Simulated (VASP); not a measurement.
# AlN (R-3m) in VASP: further runs

The runs below take AlN through single point, with PBE.

Everything below comes from runs of VASP 6.6.1. Logs are shortened: lines on timing, memory, paths and dates and some standing lists are left out, and cuts for length are marked.

## (1) The cell of the first run

The structure is trigonal, space group R-3m (No. 166). Conventional cell: a = 2.858 Å, b = 2.858 Å, c = 7.435 Å, α = 90.00°, β = 90.00°, γ = 120.00°. Al (site symmetry -3m) has 6 N at 2.06 Å within 2.7 Å. Within 2.7 Å of N (site symmetry -3m) lie 6 Al at 2.06 Å.

## (2) Single point, PBE

The input, INCAR:

```
PREC     = Accurate       # precision mode
ENCUT    = 520            # plane-wave cutoff, eV
EDIFF    = 1E-7           # SCF threshold, eV
ISMEAR   = 0              # smearing method
SIGMA    = 0.05           # smearing width, eV
LREAL    = False          # projectors in reciprocal space
LASPH    = True           # aspherical terms in the spheres
NELM     = 60             # most SCF steps
ALGO     = Normal         # electronic algorithm
ISIF     = 2              # what is computed and relaxed
LWAVE    = False          # write WAVECAR
LCHARG   = False          # write CHGCAR
GGA      = PE             # functional
NBANDS   = 11             # bands
```

The input, KPOINTS:

```
regular mesh
0
Gamma
  10 10 10
```

The input, POSCAR:

```
AlN
1.0
    0.0836558164      2.1043277111      2.1043277111
    2.1043277111      0.0836558164      2.1043277111
    2.1043277111      2.1043277111      0.0836558164
Al N
1 1
Direct
    0.5000000000      0.5000000000      0.5000000000
    0.0000000000      0.0000000000      0.0000000000
```

Potentials or basis: VASP PAW PBE potentials, release 64 (Al, N).

Command:

```console
> cat potpaw_PBE.64/Al/POTCAR potpaw_PBE.64/N/POTCAR > POTCAR
> mpirun -np 1 vasp_std > vasp.out
```

OUTCAR:

```text
PREC = Accurate
   ENCUT = 520
   EDIFF = 1E-7
   ISMEAR = 0
   LREAL = False
   LASPH = True
   NELM = 60
   ISIF = 2
   GGA = PE

 ion  position               nearest neighbor table
   1  0.500  0.500  0.500-   2 2.06   2 2.06   2 2.06   2 2.06   2 2.06   2 2.06
   2  0.000  0.000  0.000-   1 2.06   1 2.06   1 2.06   1 2.06   1 2.06   1 2.06

  LATTYP: Found a trigonal (rhomboedric) cell.
 ALAT       =     2.9771443578
 COS(alpha) =     0.5393280015

  Lattice vectors:

 A1 = (   0.0836558164,   2.1043277111,   2.1043277111)
 A2 = (   2.1043277111,   0.0836558164,   2.1043277111)
 A3 = (   2.1043277111,   2.1043277111,   0.0836558164)

Analysis of symmetry for initial positions (statically):
=====================================================================
 Subroutine PRICEL returns:
 Original cell was already a primitive cell.

 Routine SETGRP: Setting up the symmetry group for a
 trigonal (rhombohedral) supercell.

 Subroutine GETGRP returns: Found 12 space group operations
 (whereof 12 operations were pure point group operations)
 out of a pool of 12 trial point group operations.

The static configuration has the point symmetry D_3d.

Analysis of symmetry for dynamics (positions and initial velocities):
=====================================================================
 Subroutine PRICEL returns:
 Original cell was already a primitive cell.

 Routine SETGRP: Setting up the symmetry group for a
 trigonal (rhombohedral) supercell.

 Subroutine GETGRP returns: Found 12 space group operations
 (whereof 12 operations were pure point group operations)
 out of a pool of 12 trial point group operations.

The dynamic configuration has the point symmetry D_3d.

 Subroutine INISYM returns: Found 12 space group operations
 (whereof 12 operations are pure point group operations),
 and found     1 'primitive' translations

----------------------------------------------------------------------------------------

                                     Primitive cell

  volume of cell :      17.5260

  direct lattice vectors                    reciprocal lattice vectors
     0.083655816  2.104327711  2.104327711    -0.252265025  0.242619871  0.242619871
     2.104327711  0.083655816  2.104327711     0.242619871 -0.252265025  0.242619871
     2.104327711  2.104327711  0.083655816     0.242619871  0.242619871 -0.252265025

  length of vectors
     2.977144358  2.977144358  2.977144358     0.425871397  0.425871397  0.425871397

  position of ions in fractional coordinates (direct lattice)
     0.500000000  0.500000000  0.500000000
     0.000000000  0.000000000  0.000000000

  ion indices of the primitive-cell ions
   primitive index   ion index
                 1           1
                 2           2

----------------------------------------------------------------------------------------

 KPOINTS: regular mesh

Automatic generation of k-mesh.
 Grid dimensions read from file:
 generate k-points for:   10   10   10

 Generating k-lattice:

  Cartesian coordinates                     Fractional coordinates (reciprocal lattice)
    -0.025226502  0.024261987  0.024261987     0.100000000  0.000000000  0.000000000
     0.024261987 -0.025226502  0.024261987     0.000000000  0.100000000  0.000000000
     0.024261987  0.024261987 -0.025226502     0.000000000  0.000000000  0.100000000

  Length of vectors
     0.042587140  0.042587140  0.042587140

  Shift w.r.t. Gamma in fractional coordinates (k-lattice)
     0.000000000  0.000000000  0.000000000

 Subroutine IBZKPT returns following result:
 ===========================================

 Found    116 irreducible k-points:

 Following reciprocal coordinates:
            Coordinates               Weight
  0.000000  0.000000  0.000000      1.000000
  0.100000  0.000000  0.000000      6.000000
  0.200000  0.000000  0.000000      6.000000
  0.300000  0.000000  0.000000      6.000000
  0.400000  0.000000 -0.000000      6.000000
  0.500000  0.000000 -0.000000      3.000000
[... 16 lines left out ...]
  0.300000  0.300000 -0.000000      6.000000
  0.400000  0.300000  0.000000     12.000000
 [... further k-points ...]
   k-points           NKPTS =    116   k-points in BZ     NKDIM =    116   number of bands    NBANDS=     11
   number of dos      NEDOS =    301   number of ions     NIONS =      2
   total plane-waves  NPLWV =  13824
   dimension x,y,z NGX =    24 NGY =   24 NGZ =   24
   dimension x,y,z NGXF=    48 NGYF=   48 NGZF=   48
   ions per type =               1   1
   NGX,Y,Z   is equivalent  to a cutoff of  13.40, 13.40, 13.40 a.u.
   NGXF,Y,Z  is equivalent  to a cutoff of  26.80, 26.80, 26.80 a.u.
 SYSTEM =  unknown system
   PREC   = accura    normal or accurate (medium, high low for compatibility)
   ISTART =      0    job   : 0-new  1-cont  2-samecut
   ICHARG =      2    charge: 1-file 2-atom 10-const
   ISPIN  =      1    spin polarized calculation?
   LNONCOLLINEAR =      F non collinear calculations
   LSORBIT =      F    spin-orbit coupling
   LASPH  =      T    aspherical Exc in radial PAW
   ENCUT  =  520.0 eV  38.22 Ry    6.18 a.u.   5.54  5.54  5.54*2*pi/ulx,y,z
   NELM   =     60;   NELMIN=  2; NELMDL= -5     # of ELM steps
   EDIFF  = 0.1E-06   stopping-criterion for ELM
   LREAL  =      F    real-space projection
   EDIFFG = 0.1E-05   stopping-criterion for IOM
   NSW    =      0    number of steps for IOM
   IBRION =     -1    ionic relax: 0-MD 1-quasi-New 2-CG
   NFREE  =      0    steps in history (QN), initial steepest desc. (CG)
   ISIF   =      2    stress and relaxation
   ISYM   =      2    0-nonsym 1-usesym 2-fastsym
   POTIM  = 0.5000    time-step for ionic-motion
   TEBEG  =    0.0;   TEEND  =   0.0 temperature during run
   PSTRESS=    0.0 pullay stress
   NELECT =       8.0000    total number of electrons
   NUPDOWN=      -1.0000    fix difference up-down
   EMIN   =  10.00;   EMAX   =-10.00  energy-range for DOS
   EFERMI =   0.00;   METHOD = LEGACY
   ISMEAR =     0;   SIGMA  =   0.05  broadening in eV -4-tet -1-fermi 0-gaus
   EFERMI_NEDOS =   21; number of points for ismear=-14 and -15
   IALGO  =     38    algorithm
   IMIX   =      4    mixing-type and parameters
     AMIX     =   0.40;   BMIX     =  1.00
     AMIX_MAG =   1.60;   BMIX_MAG =  1.00
  volume/ion in A,a.u.               =       8.76        59.14
  Fermi-wavevector in a.u.,A,eV,Ry     =   1.260503  2.382005 21.617860  1.588868
  Thomas-Fermi vector in A             =   2.394009
   LORBIT       =      0    0 simple, 1 ext, 2 COOP (PROOUT), +10 PAW based schemes
   GGA     = PE    functional components
   LHFCALC =     F    Hartree Fock is set to
   AEXX    =    0.0000 exact exchange contribution
   IVDW    =     0    specifies the selected vdW correction
   LEPSILON=     F    determine dielectric tensor
   LRPA    =     F    only Hartree local field effects (RPA)
 non-spin polarized calculation
 Gauss-broadening in eV      SIGMA  =   0.05
  energy-cutoff  :      520.00
  volume of cell :       17.53
 maximum number of plane-waves:       489
 NGX is ok and might be reduce to    24

 number of electron       7.9999999 magnetization

 Free energy of the ion-electron system (eV)
  ---------------------------------------------------
  ext. energy  EPLUGINS =         0.00000000
  ---------------------------------------------------
  free energy    TOTEN  =       -14.44620987 eV

  energy without entropy =      -14.44620987  energy(sigma->0) =      -14.44620987

 E-fermi :   9.7484     XC(G=0): -12.0155

 val. band max:        9.5197102057   @ k =   0.0000   0.0000   0.0000
 cond. band min:      13.0223728159   @ k =   0.5000   0.5000   0.0000
 fundamental gap:      3.5026626102
 Fermi energy:         9.7483757075

 k-point     1 :       0.0000    0.0000    0.0000
  band No.  band energies     occupation
      1      -7.8017      2.00000
      2       8.6608      2.00000
      3       9.5197      2.00000
      4       9.5197      2.00000
      5      13.8880      0.00000
      6      20.2870      0.00000
      7      21.7853      0.00000
      8      21.7853      0.00000
      9      25.7172      0.00000
     10      26.6472      0.00000
     11      26.6472      0.00000

 k-point     2 :       0.1000    0.0000    0.0000
  band No.  band energies     occupation
      1      -7.6018      2.00000
      2       8.2766      2.00000
      3       8.7904      2.00000
      4       9.3940      2.00000
      5      14.5093      0.00000
      6      20.3617      0.00000
      7      20.9731      0.00000
      8      21.9579      0.00000
      9      24.5314      0.00000
     10      25.1216      0.00000
     11      26.5419      0.00000

 k-point     3 :       0.2000    0.0000    0.0000
  band No.  band energies     occupation
      1      -7.0216      2.00000
      2       6.3400      2.00000
      3       8.4163      2.00000
      4       9.0884      2.00000
      5      15.2066      0.00000
      6      19.7830      0.00000
      7      21.0749      0.00000
      8      21.6400      0.00000
      9      23.7077      0.00000
     10      25.0959      0.00000
     11      25.8467      0.00000

 k-point     4 :       0.3000    0.0000    0.0000
  band No.  band energies     occupation
      1      -6.1364      2.00000
      2       4.1192      2.00000
      3       8.1399      2.00000
      4       8.7494      2.00000
      5      15.0965      0.00000
      6      20.2499      0.00000
      7      20.4310      0.00000
      8      20.7201      0.00000
      9      24.7030      0.00000
     10      25.4488      0.00000
     11      26.8201      0.00000
[... 239 lines left out ...]
 k-point    22 :      -0.2000    0.2000    0.0000
  band No.  band energies     occupation
      1      -5.8291      2.00000
      2       4.5432      2.00000
      3       6.5867      2.00000
      4       8.4012      2.00000
      5      16.7423      0.00000
      6      18.6784      0.00000
      7      19.3156      0.00000
      8      20.9890      0.00000
      9      23.6535      0.00000
     10      28.4671      0.00000
     11      28.5934      0.00000

 k-point    23 :       0.3000    0.3000   -0.0000
  band No.  band energies     occupation
      1      -5.6771      2.00000
      2       4.5656      2.00000
      3       6.9689      2.00000
      4       7.7083      2.00000
      5      15.0965      0.00000
      6      16.3920      0.00000
      7      20.1158      0.00000
      8      24.0959      0.00000
      9      24.3572      0.00000
     10      29.2743      0.00000
     11      31.9754      0.00000

 k-point    24 :       0.4000    0.3000    0.0000
  band No.  band energies     occupation
      1      -4.9672      2.00000
      2       3.6537      2.00000
      3       6.7008      2.00000
      4       6.9283      2.00000
      5      14.4321      0.00000
      6      16.5707      0.00000
      7      20.5915      0.00000
      8      24.0532      0.00000
      9      24.9070      0.00000
     10      30.3655      0.00000
     11      33.2217      0.00000

 [... further k-points ...]
[... 5 lines left out ...]
  --------------------------------------------------------------------------------------
  -------------------------------------------------------------------------------------
  Total       -0.9760690     -0.9760690     -0.9760690     -1.3500907     -1.3500907     -1.3500907
  in kB      -89.2294685    -89.2294685    -89.2294685   -123.4214724   -123.4214724   -123.4214724
  external PRESSURE =     -89.2294685 kB  Pullay stress =       0.0000000 kB

 VOLUME and BASIS-vectors are now :
 -----------------------------------------------------------------------------
  energy-cutoff  :      520.00
  volume of cell :       17.53
      direct lattice vectors                 reciprocal lattice vectors
     0.083655816  2.104327711  2.104327711    -0.252265025  0.242619871  0.242619871
     2.104327711  0.083655816  2.104327711     0.242619871 -0.252265025  0.242619871
     2.104327711  2.104327711  0.083655816     0.242619871  0.242619871 -0.252265025

 POSITION                                       TOTAL-FORCE (eV/Angst)
 -----------------------------------------------------------------------------------
      2.14616      2.14616      2.14616         0.000000     -0.000000     -0.000000
      0.00000      0.00000      0.00000         0.000000      0.000000      0.000000
 -----------------------------------------------------------------------------------
    total drift:                                0.000000     -0.000000     -0.000000

  FREE ENERGIE OF THE ION-ELECTRON SYSTEM (eV)
  ---------------------------------------------------
  free  energy   TOTEN  =       -14.4462098728 eV

  energy  without entropy=      -14.4462098728  energy(sigma->0) =      -14.44620987
```

It took 12 s on 1 thread of Intel Xeon Platinum 8259CL at 2.50GHz (Skylake/Cascade Lake), shared host; peak memory 0.14 GiB.

What came out:

- Free energy: -14.4462 eV
- Pressure: -8.9 GPa
- Band gap on the k mesh: 3.50 eV, indirect (least direct gap 4.37 eV)

Stress tensor (GPa, compression positive):
```
 -8.92 -12.34 -12.34
-12.34  -8.92 -12.34
-12.34 -12.34  -8.92
```

A k mesh can miss the band edges.

## (3) Single point, PBE

This run uses another cell than the first one, of the same volume but with other edges.

The input, INCAR:

```
ALGO     = Normal         # electronic algorithm
EDIFF    = 1E-6           # SCF threshold, eV
ENCUT    = 520            # plane-wave cutoff, eV
GGA      = PE             # functional
ISIF     = 2              # what is computed and relaxed
ISMEAR   = 0              # smearing method
LASPH    = True           # aspherical terms in the spheres
LCHARG   = False          # write CHGCAR
LREAL    = False          # projectors in reciprocal space
LWAVE    = False          # write WAVECAR
NBANDS   = 11             # bands
NELM     = 60             # most SCF steps
PREC     = Accurate       # precision mode
SIGMA    = 0.05           # smearing width, eV
```

The input, KPOINTS:

```
k-points
0
Gamma
  10 10 10
```

The input, POSCAR:

```
AlN
1.0
   -0.0412332389      2.0412535746      2.0412535746
    2.0412535746     -0.0412332389      2.0412535746
    2.0412535746      2.0412535746     -0.0412332389
Al N
1 1
Direct
    0.5000000000      0.5000000000      0.5000000000
    0.0000000000      0.0000000000      0.0000000000
```

Potentials or basis: VASP PAW PBE potentials, release 64 (Al, N).

Command:

```console
> cat potpaw_PBE.64/Al/POTCAR potpaw_PBE.64/N/POTCAR > POTCAR
> mpirun -np 1 vasp_std > vasp.out
```

OUTCAR:

```text
EDIFF = 1E-6
   ENCUT = 520
   GGA = PE
   ISIF = 2
   ISMEAR = 0
   LASPH = True
   LREAL = False
   NELM = 60
   PREC = Accurate

 ion  position               nearest neighbor table
   1  0.500  0.500  0.500-   2 2.06   2 2.06   2 2.06   2 2.06   2 2.06   2 2.06
   2  0.000  0.000  0.000-   1 2.06   1 2.06   1 2.06   1 2.06   1 2.06   1 2.06

  LATTYP: Found a trigonal (rhomboedric) cell.
 ALAT       =     2.8870629525
 COS(alpha) =     0.4797021724

  Lattice vectors:

 A1 = (  -0.0412332389,   2.0412535746,   2.0412535746)
 A2 = (   2.0412535746,  -0.0412332389,   2.0412535746)
 A3 = (   2.0412535746,   2.0412535746,  -0.0412332389)

Analysis of symmetry for initial positions (statically):
=====================================================================
 Subroutine PRICEL returns:
 Original cell was already a primitive cell.

 Routine SETGRP: Setting up the symmetry group for a
 trigonal (rhombohedral) supercell.

 Subroutine GETGRP returns: Found 12 space group operations
 (whereof 12 operations were pure point group operations)
 out of a pool of 12 trial point group operations.

The static configuration has the point symmetry D_3d.

Analysis of symmetry for dynamics (positions and initial velocities):
[... 166 lines left out ...]

 k-point     1 :       0.0000    0.0000    0.0000
  band No.  band energies     occupation
      1      -7.8097      2.00000
      2       9.0938      2.00000
      3       9.0938      2.00000
      4       9.4790      2.00000
      5      14.0385      0.00000
      6      20.8992      0.00000
      7      20.8992      0.00000
      8      21.8444      0.00000
      9      26.0496      0.00000
     10      26.5948      0.00000
     11      26.5948      0.00000
[... 309 lines left out ...]
 k-point    24 :       0.4000    0.3000    0.0000
  band No.  band energies     occupation
      1      -4.9930      2.00000
      2       3.5836      2.00000
      3       6.4334      2.00000
      4       7.2644      2.00000
      5      15.0210      0.00000
      6      15.9099      0.00000
      7      20.7215      0.00000
      8      24.2543      0.00000
      9      24.6719      0.00000
     10      30.4513      0.00000
     11      33.0691      0.00000

 [... further k-points ...]
[... 5 lines left out ...]
  --------------------------------------------------------------------------------------
  -------------------------------------------------------------------------------------
  Total       -1.0032284     -1.0032284     -1.0032284      0.6150691      0.6150691      0.6150691
  in kB      -91.7123017    -91.7123017    -91.7123017     56.2278793     56.2278793     56.2278793
  external PRESSURE =     -91.7123017 kB  Pullay stress =       0.0000000 kB

 VOLUME and BASIS-vectors are now :
 -----------------------------------------------------------------------------
  energy-cutoff  :      520.00
  volume of cell :       17.53
      direct lattice vectors                 reciprocal lattice vectors
    -0.041233239  2.041253575  2.041253575    -0.237647836  0.242547281  0.242547281
     2.041253575 -0.041233239  2.041253575     0.242547281 -0.237647836  0.242547281
     2.041253575  2.041253575 -0.041233239     0.242547281  0.242547281 -0.237647836

 POSITION                                       TOTAL-FORCE (eV/Angst)
 -----------------------------------------------------------------------------------
      2.02064      2.02064      2.02064        -0.000000     -0.000000      0.000000
      0.00000      0.00000      0.00000         0.000000      0.000000     -0.000000
 -----------------------------------------------------------------------------------
    total drift:                                0.000000     -0.000000     -0.000000

  FREE ENERGIE OF THE ION-ELECTRON SYSTEM (eV)
  ---------------------------------------------------
  free  energy   TOTEN  =       -14.5072625120 eV

  energy  without entropy=      -14.5072625120  energy(sigma->0) =      -14.50726251
```

It took 13 s on 1 thread of Intel Xeon Platinum 8259CL at 2.50GHz (Skylake/Cascade Lake), shared host; peak memory 0.15 GiB.

Results:

* Free energy: -14.5073 eV
* Pressure: -9.2 GPa
* Band gap on the k mesh: 3.72 eV, indirect (least direct gap 4.56 eV)

A k mesh can miss the band edges.
